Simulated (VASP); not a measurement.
# Li (R-3m) in VASP: further runs

Runs on Li. Level: PBE. Tasks: single point.

All numbers are computed with VASP 6.6.1; they aren't measurements. Logs are shortened: lines on timing, memory, paths and dates and some standing lists are left out, and cuts for length are marked.

## 1. The cell of the first run

The structure is trigonal, space group R-3m (No. 166). The conventional cell has a = 3.008 Å, b = 3.008 Å, c = 22.765 Å, α = 90.00°, β = 90.00°, γ = 120.00°. Li (site symmetry -3m) has 12 Li at 3.01 to 3.07 Å within 4.0 Å. Li (site symmetry 3m) has 12 Li at 3.01 to 3.07 Å within 4.0 Å.

## 2. Single point, PBE (equal xx and yy strain of -3 %)

INCAR reads:

```
SYSTEM = Li
PREC = Accurate
ENCUT = 520
EDIFF = 1E-6
ISMEAR = -1
SIGMA = 0.05
LREAL = .FALSE.
LASPH = .TRUE.
NELM = 60
ALGO = Normal
ISIF = 2
LWAVE = .FALSE.
LCHARG = .TRUE.
GGA = PE
LELF = .TRUE.
LVHAR = .TRUE.
NBANDS = 12
```

KPOINTS reads:

```
regular mesh
0
G
  12 12 12
  0 0 0
```

POSCAR reads:

```
Li
1.0
    1.5039839967      0.8683255653      7.5883000000
   -1.5039839967      0.8683255653      7.5883000000
    0.0000000000     -1.7366511308      7.5883000000
Li
3
Direct
    0.0000000000      0.0000000000      0.0000000000
    0.2220000000      0.2220000000      0.2220000000
    0.7780000000      0.7780000000      0.7780000000
```

Potentials or basis: VASP PAW PBE potentials, release 64 (Li_sv).

Started as:

```sh
$ cat potpaw_PBE.64/Li_sv/POTCAR > POTCAR
$ mpirun -np 1 vasp_std > vasp.out
```

OUTCAR:

```text
SYSTEM = Li
   PREC = Accurate
   ENCUT = 520
   EDIFF = 1E-6
   ISMEAR = -1
   LREAL = .FALSE.
   LASPH = .TRUE.
   NELM = 60
   ISIF = 2
   GGA = PE

 ion  position               nearest neighbor table
   1  0.000  0.000  0.000-
   2  0.222  0.222  0.222-
   3  0.778  0.778  0.778-

  LATTYP: Found a trigonal (rhomboedric) cell.
 ALAT       =     7.7844880397
 COS(alpha) =     0.9253454444

  Lattice vectors:

 A1 = (   1.5039839967,   0.8683255653,   7.5883000000)
 A2 = (  -1.5039839967,   0.8683255653,   7.5883000000)
 A3 = (   0.0000000000,  -1.7366511308,   7.5883000000)

Analysis of symmetry for initial positions (statically):
=====================================================================
 Subroutine PRICEL returns:
 Original cell was already a primitive cell.

 Routine SETGRP: Setting up the symmetry group for a
 trigonal (rhombohedral) supercell.

 Subroutine GETGRP returns: Found 12 space group operations
 (whereof 12 operations were pure point group operations)
 out of a pool of 12 trial point group operations.

The static configuration has the point symmetry D_3d.

Analysis of symmetry for dynamics (positions and initial velocities):
=====================================================================
 Subroutine PRICEL returns:
 Original cell was already a primitive cell.

 Routine SETGRP: Setting up the symmetry group for a
 trigonal (rhombohedral) supercell.

 Subroutine GETGRP returns: Found 12 space group operations
 (whereof 12 operations were pure point group operations)
 out of a pool of 12 trial point group operations.

The dynamic configuration has the point symmetry D_3d.

 Subroutine INISYM returns: Found 12 space group operations
 (whereof 12 operations are pure point group operations),
 and found     1 'primitive' translations

----------------------------------------------------------------------------------------

                                     Primitive cell

  volume of cell :      59.4595

  direct lattice vectors                    reciprocal lattice vectors
     1.503983997  0.868325565  7.588300000     0.332450346  0.191940297  0.043927274
    -1.503983997  0.868325565  7.588300000    -0.332450346  0.191940297  0.043927274
     0.000000000 -1.736651131  7.588300000     0.000000000 -0.383880593  0.043927274

  length of vectors
     7.784488040  7.784488040  7.784488040     0.386385708  0.386385708  0.386385708

  position of ions in fractional coordinates (direct lattice)
     0.000000000  0.000000000  0.000000000
     0.222000000  0.222000000  0.222000000
     0.778000000  0.778000000  0.778000000

  ion indices of the primitive-cell ions
   primitive index   ion index
                 1           1
                 2           2
                 3           3

----------------------------------------------------------------------------------------

 KPOINTS: regular mesh

Automatic generation of k-mesh.
 Grid dimensions read from file:
 generate k-points for:   12   12   12

 Generating k-lattice:

  Cartesian coordinates                     Fractional coordinates (reciprocal lattice)
     0.027704195  0.015995025  0.003660606     0.083333333 -0.000000000 -0.000000000
    -0.027704195  0.015995025  0.003660606    -0.000000000  0.083333333 -0.000000000
     0.000000000 -0.031990049  0.003660606     0.000000000  0.000000000  0.083333333

  Length of vectors
     0.032198809  0.032198809  0.032198809

  Shift w.r.t. Gamma in fractional coordinates (k-lattice)
     0.000000000  0.000000000  0.000000000

 Subroutine IBZKPT returns following result:
 ===========================================

 Found    189 irreducible k-points:

 Following reciprocal coordinates:
            Coordinates               Weight
  0.000000  0.000000  0.000000      1.000000
  0.083333  0.000000  0.000000      6.000000
  0.166667 -0.000000  0.000000      6.000000
  0.250000  0.000000  0.000000      6.000000
  0.333333 -0.000000 -0.000000      6.000000
  0.416667 -0.000000  0.000000      6.000000
[... 16 lines left out ...]
  0.500000  0.166667  0.000000     12.000000
 -0.416667  0.166667  0.000000     12.000000
 [... further k-points ...]
   k-points           NKPTS =    189   k-points in BZ     NKDIM =    189   number of bands    NBANDS=     12
   number of dos      NEDOS =    301   number of ions     NIONS =      3
   total plane-waves  NPLWV = 216000
   dimension x,y,z NGX =    60 NGY =   60 NGZ =   60
   dimension x,y,z NGXF=   120 NGYF=  120 NGZF=  120
   ions per type =               3
   NGX,Y,Z   is equivalent  to a cutoff of  12.81, 12.81, 12.81 a.u.
   NGXF,Y,Z  is equivalent  to a cutoff of  25.63, 25.63, 25.63 a.u.
 SYSTEM =  Li
   PREC   = accura    normal or accurate (medium, high low for compatibility)
   ISTART =      0    job   : 0-new  1-cont  2-samecut
   ICHARG =      2    charge: 1-file 2-atom 10-const
   ISPIN  =      1    spin polarized calculation?
   LNONCOLLINEAR =      F non collinear calculations
   LSORBIT =      F    spin-orbit coupling
   LASPH  =      T    aspherical Exc in radial PAW
   ENCUT  =  520.0 eV  38.22 Ry    6.18 a.u.  14.47 14.47 14.47*2*pi/ulx,y,z
   NELM   =     60;   NELMIN=  2; NELMDL= -5     # of ELM steps
   EDIFF  = 0.1E-05   stopping-criterion for ELM
   LREAL  =      F    real-space projection
   EDIFFG = 0.1E-04   stopping-criterion for IOM
   NSW    =      0    number of steps for IOM
   IBRION =     -1    ionic relax: 0-MD 1-quasi-New 2-CG
   NFREE  =      0    steps in history (QN), initial steepest desc. (CG)
   ISIF   =      2    stress and relaxation
   ISYM   =      2    0-nonsym 1-usesym 2-fastsym
   POTIM  = 0.5000    time-step for ionic-motion
   TEBEG  =    0.0;   TEEND  =   0.0 temperature during run
   PSTRESS=    0.0 pullay stress
   NELECT =       9.0000    total number of electrons
   NUPDOWN=      -1.0000    fix difference up-down
   EMIN   =  10.00;   EMAX   =-10.00  energy-range for DOS
   EFERMI =   0.00;   METHOD = LEGACY
   ISMEAR =    -1;   SIGMA  =   0.05  broadening in eV -4-tet -1-fermi 0-gaus
   EFERMI_NEDOS =   21; number of points for ismear=-14 and -15
   IALGO  =     38    algorithm
   IMIX   =      4    mixing-type and parameters
     AMIX     =   0.40;   BMIX     =  1.00
     AMIX_MAG =   1.60;   BMIX_MAG =  1.00
  volume/ion in A,a.u.               =      19.82       133.75
  Fermi-wavevector in a.u.,A,eV,Ry     =   0.872466  1.648722 10.356712  0.761197
  Thomas-Fermi vector in A             =   1.991719
   LORBIT       =      0    0 simple, 1 ext, 2 COOP (PROOUT), +10 PAW based schemes
   GGA     = PE    functional components
   LHFCALC =     F    Hartree Fock is set to
   AEXX    =    0.0000 exact exchange contribution
   IVDW    =     0    specifies the selected vdW correction
   LEPSILON=     F    determine dielectric tensor
   LRPA    =     F    only Hartree local field effects (RPA)
 non-spin polarized calculation
  energy-cutoff  :      520.00
  volume of cell :       59.46
 maximum number of plane-waves:      1632
 NGX is ok and might be reduce to    60
   NGX = 29   NGY = 29   NGZ = 29

 number of electron       9.0000011 magnetization

 Free energy of the ion-electron system (eV)
  ---------------------------------------------------
  ext. energy  EPLUGINS =         0.00000000
  ---------------------------------------------------
  free energy    TOTEN  =        -5.72153540 eV

  energy without entropy =       -5.70916148  energy(sigma->0) =       -5.71534844

 E-fermi :   0.6603     XC(G=0):  -7.0990

 val. band max:        0.6531270693   @ k =  -0.2500   0.5000   0.2500
 cond. band min:       0.6764091097   @ k =   0.5000   0.0000   0.0000
 fundamental gap:      0.0232820405
 Fermi energy:         0.6602897318

 k-point     1 :       0.0000    0.0000    0.0000
  band No.  band energies     occupation
      1     -45.8057      2.00000
      2     -45.7925      2.00000
      3     -45.7877      2.00000
      4      -2.9010      2.00000
      5      -1.0080      2.00000
      6      -1.0073      2.00000
      7       6.1009      0.00000
      8       6.1284      0.00000
      9      14.0389      0.00000
     10      14.0389      0.00000
     11      14.1672      0.00000
     12      14.1672      0.00000

 k-point     2 :       0.0833    0.0000    0.0000
  band No.  band energies     occupation
      1     -45.8045      2.00000
      2     -45.7917      2.00000
      3     -45.7868      2.00000
      4      -2.7860      2.00000
      5      -0.9856      2.00000
      6      -0.7825      2.00000
      7       5.9559      0.00000
      8       6.4152      0.00000
      9      12.7126      0.00000
     10      13.2111      0.00000
     11      13.4703      0.00000
     12      13.6692      0.00000

 k-point     3 :       0.1667   -0.0000    0.0000
  band No.  band energies     occupation
      1     -45.8011      2.00000
      2     -45.7893      2.00000
      3     -45.7845      2.00000
      4      -2.4407      2.00000
      5      -0.7238      2.00000
      6      -0.3084      2.00000
      7       5.9051      0.00000
      8       6.8466      0.00000
      9      10.5321      0.00000
     10      11.4984      0.00000
     11      12.1304      0.00000
     12      12.5980      0.00000
[... 286 lines left out ...]
 k-point    23 :       0.5000    0.1667    0.0000
  band No.  band energies     occupation
      1     -45.7873      2.00000
      2     -45.7787      2.00000
      3     -45.7760      2.00000
      4       0.3397      1.99672
      5       1.3765      0.00000
      6       2.6374      0.00000
      7       4.3419      0.00000
      8       5.4212      0.00000
      9       6.0892      0.00000
     10       6.8422      0.00000
     11       8.0968      0.00000
     12       9.4361      0.00000

 k-point    24 :      -0.4167    0.1667    0.0000
  band No.  band energies     occupation
      1     -45.7863      2.00000
      2     -45.7776      2.00000
      3     -45.7756      2.00000
      4       1.1235      0.00019
      5       1.9377      0.00000
      6       2.2059      0.00000
      7       4.4666      0.00000
      8       4.6875      0.00000
      9       5.2809      0.00000
     10       7.2472      0.00000
     11       7.8601      0.00000
     12       9.2940      0.00000

 [... further k-points ...]

------------------------ aborting loop because EDIFF is reached ----------------------------------------

  FORCE on cell =-STRESS in cart. coord.  units (eV):
  Direction    XX          YY          ZZ          XY          YZ          ZX
  --------------------------------------------------------------------------------------
  -------------------------------------------------------------------------------------
  Total        0.2053012      0.2053012     -0.1621123      0.0000000      0.0000000     -0.0000000
  in kB        5.5319786      5.5319786     -4.3682261      0.0000000      0.0000000     -0.0000000
  external PRESSURE =       2.2319104 kB  Pullay stress =       0.0000000 kB

 VOLUME and BASIS-vectors are now :
 -----------------------------------------------------------------------------
  energy-cutoff  :      520.00
  volume of cell :       59.46
      direct lattice vectors                 reciprocal lattice vectors
     1.503983997  0.868325565  7.588300000     0.332450346  0.191940297  0.043927274
    -1.503983997  0.868325565  7.588300000    -0.332450346  0.191940297  0.043927274
     0.000000000 -1.736651131  7.588300000     0.000000000 -0.383880593  0.043927274

 POSITION                                       TOTAL-FORCE (eV/Angst)
 -----------------------------------------------------------------------------------
      0.00000      0.00000      0.00000         0.000000      0.000000      0.000000
      0.00000     -0.00000      5.05381         0.000000     -0.000000      0.010186
      0.00000     -0.00000     17.71109         0.000000      0.000000     -0.010186
 -----------------------------------------------------------------------------------
    total drift:                               -0.000000     -0.000000      0.000000

  FREE ENERGIE OF THE ION-ELECTRON SYSTEM (eV)
  ---------------------------------------------------
  free  energy   TOTEN  =        -5.7215354023 eV

  energy  without entropy=       -5.7091614820  energy(sigma->0) =       -5.71534844
```

Wall time 23 min (1 thread of Intel Xeon 8259CL, shared host); peak memory 0.46 GiB.

What came out:

- Free energy: -5.7215 eV
- Largest force: 0.010 eV/Å
- Band gap on the k mesh: zero (an odd number of electrons rules out a gap without spin polarisation)

Forces in eV/Å, atoms in the order of the input:
```
Li   0.000  0.000  0.000
Li   0.000  0.000  0.010
Li   0.000  0.000 -0.010
```

Levels at points of the mesh, in eV from the Fermi level:
```
           k point  band 2  band 3  band 4  band 5  band 6  band 7  band 8  band 9
(0.00, 0.00, 0.00)  -46.45  -46.45   -3.56   -1.67   -1.67    5.44    5.47   13.38
(0.50, 0.00, 0.00)  -46.44  -46.44    0.02    0.92    1.10    3.88    3.98    4.58
(0.50, 0.50, 0.00)  -46.44  -46.44    0.31    0.39    1.27    3.40    4.50    5.58
(0.50, 0.50, 0.50)  -46.46  -46.45   -3.08   -3.08   -0.16    2.79   10.14   10.18
```

Caveat: the cell differs from its parent crystal (equal xx and yy strain of -3 %); the cutoff is under 1.25 times the usual one of these potentials, so pressure, stress and relaxed cells hold a basis-set (Pulay) error.

[end of part 1 of 2]

The gap in the log of VASP goes by the Fermi energy; the results here count the filled bands.